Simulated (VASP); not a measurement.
Set up this calculation in VASP 6.6.1, as the native input.

```yaml
Task: electric field gradients
Functional: PBE
Potentials_or_basis: VASP PAW PBE potentials, release 64 (Zn, O)
Cutoff: 520 eV
k_mesh: 11 × 11 × 6
Occupations: fermi-dirac, width 0.02 eV
Spin: no spin polarisation
Dipole_correction: no
Further_INCAR_settings: ALGO = Normal; EDIFF = 1e-08; NBANDS = 26
```

The structure of ZnO lies in POSCAR:

```
ZnO
1.0
    3.2709185479      0.0000000000      0.0000000000
   -1.6354592739      2.8326985562      0.0000000000
    0.0000000000      0.0000000000      5.2382632560
Zn O
2 2
Direct
    0.3333333333      0.6666666667      0.0000000000
    0.6666666667      0.3333333333      0.5000000000
    0.3333333333      0.6666666667      0.3821000000
    0.6666666667      0.3333333333      0.8821000000
```

This cell differs from its parent crystal: volume scaled by 1.02.

The input as run:

INCAR

```
ALGO = Normal ; EDIFF = 1E-8
ENCUT = 520 ; GGA = PE
ISIF = 2 ; ISMEAR = -1
LASPH = True ; LCHARG = False
LEFG = True ; LREAL = False
LWAVE = False ; NBANDS = 26
NELM = 60 ; PREC = Accurate
SIGMA = 0.02
```

KPOINTS

```
k-points
0
Gamma
  11 11 6
```

Potentials or basis: VASP PAW PBE potentials, release 64 (Zn, O).

Run with:

```bash
$ cat potpaw_PBE.64/Zn/POTCAR potpaw_PBE.64/O/POTCAR > POTCAR
$ mpirun -np 1 vasp_std > vasp.out
```

Results of the run:

```
Pressure               : 3.1 GPa
Largest force          : 0.032 eV/Å
Band gap on the k mesh : 0.76 eV, direct
```

Caveat: without QUAD_EFG the Cq values of the log hold for a quadrupole moment of 1 mb, not for the nuclei.

It took 63 s on 1 thread of Intel(R) Xeon(R) Platinum 8375C CPU @ 2.90GHz (Ice Lake) (shared host), peak memory 0.2 GiB.
